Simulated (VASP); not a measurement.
Wanted: the native input for a VASP 6.6.1 run.

| Quantity | Value |
| --- | --- |
| Task | relaxation of shape and atoms at fixed volume |
| Functional | PBE |
| Potentials or basis | VASP PAW PBE potentials, release 64 (Mn_pv, O) |
| Cutoff | 600 eV |
| k mesh | 10 × 10 × 6 |
| Occupations | gaussian, width 0.05 eV |
| Spin | collinear spin, ferrimagnetic start |
| Starting moments | [3.15, -0.15, -0.15] μB |
| Hubbard terms | Mn d U = 3.9 eV |
| Dipole correction | no |
| Further INCAR settings | ALGO = Normal; EDIFF = 1e-06; IBRION = 2; EDIFFG = -0.04; NSW = 60; ISIF = 4 |

The structure of MnO2 lies in POSCAR:

```
MnO2
1.0
    2.9762505356      0.0000000000      0.0000000000
   -1.4881252678      2.5775085719      0.0000000000
    0.0000000000      0.0000000000      4.7026926472
Mn O
1 2
Direct
    0.0000000000      0.0000000000      0.0000000000
    0.3333333333      0.6666666667      0.2071198713
    0.6666666667      0.3333333333      0.7928801287
```

One way to write it, as run:

INCAR

```
PREC = Accurate
ENCUT = 600
EDIFF = 1E-6
ISMEAR = 0
SIGMA = 0.05
LREAL = F
LASPH = T
NELM = 150
ALGO = Normal
ISIF = 4
LWAVE = F
LCHARG = F
ISPIN = 2
MAGMOM = 3.15 -0.15 -0.15
LORBIT = 11
LMAXMIX = 4
LDAU = T
LDAUTYPE = 2
LDAUL = 2 -1
LDAUU = 3.9 0
LDAUJ = 0 0
LDAUPRINT = 1
GGA = PE
IBRION = 2
NSW = 60
EDIFFG = -0.04
```

KPOINTS

```
regular mesh
0
Gamma
  10 10 6
```

Potentials or basis: VASP PAW PBE potentials, release 64 (Mn_pv, O).

Command:

```bash
$ cat potpaw_PBE.64/Mn_pv/POTCAR potpaw_PBE.64/O/POTCAR > POTCAR
$ mpirun -np 1 vasp_std > vasp.out
```

Results of the run:

```
Energy gained by relaxing                             : 19.7 meV/atom
Ionic steps                                           : 5
Pressure after relaxing                               : 0.5 GPa
Band gap on the k mesh                                : 1.70 eV, indirect (least direct gap 1.88 eV)
Net moment                                            : 3.00 μB per cell
Site moments                                          : Mn +3.23; O -0.13 μB
Valence electrons inside the program's atomic spheres : Mn 11.60; O 4.98
```

Caveat: a cell with one magnetic atom can't hold antiferromagnetic order, which such compounds often take.

It took 2.2 min on 1 thread of Intel(R) Xeon(R) 6975P-C (Granite Rapids) (shared host), peak memory 0.23 GiB.
